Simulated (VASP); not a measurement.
Write the native input for VASP 6.6.1 that does the following.

```yaml
Task: single point
Functional: PBE
Potentials_or_basis: VASP PAW PBE potentials, release 64 (K_sv, S)
Cutoff: 500 eV
k_mesh: 7 × 7 × 7
Occupations: fermi-dirac, width 0.01 eV
Spin: no spin polarisation
Dipole_correction: no
Further_INCAR_settings: ALGO = Normal; EDIFF = 1e-06; NBANDS = 19
```

The structure of K2S lies in POSCAR:

```
K2S
1.0
    0.0000000000      3.6955000000      3.6955000000
    3.6955000000      0.0000000000      3.6955000000
    3.6955000000      3.6955000000      0.0000000000
K S
2 1
Direct
    0.2500000000      0.2500000000      0.2500000000
    0.7500000000      0.7500000000      0.7500000000
    0.0000000000      0.0000000000      0.0000000000
```

These files were run (other wordings do the same):

INCAR

```
SYSTEM = K2S
PREC     = Accurate       ! precision mode
ENCUT    = 500            ! plane-wave cutoff, eV
EDIFF    = 1E-6           ! SCF threshold, eV
ISMEAR   = -1             ! smearing method
SIGMA    = 0.01           ! smearing width, eV
LREAL    = .False.        ! projectors in reciprocal space
LASPH    = .True.         ! aspherical terms in the spheres
NELM     = 120            ! most SCF steps
ALGO     = Normal         ! electronic algorithm
ISIF     = 2              ! what is computed and relaxed
LWAVE    = .False.        ! write WAVECAR
LCHARG   = .False.        ! write CHGCAR
GGA      = PE             ! functional
NBANDS   = 19             ! bands
GGA_COMPAT= .False.
```

KPOINTS

```
Automatic mesh
0
Gamma
  7 7 7
  0 0 0
```

Potentials or basis: VASP PAW PBE potentials, release 64 (K_sv, S).

Launch:

```sh
$ cat potpaw_PBE.64/K_sv/POTCAR potpaw_PBE.64/S/POTCAR > POTCAR
$ mpirun -np 1 vasp_std > vasp.out
```

It gave:

```
Pressure               : 0.6 GPa
Band gap on the k mesh : 2.40 eV (least direct gap 2.59 eV)
```

Caveat: an odd mesh through Γ misses points on the zone boundary, where band edges can lie.

Run time: 48 s on 1 thread of Intel Xeon 8259CL, with other jobs on the host, peak memory 0.25 GiB.
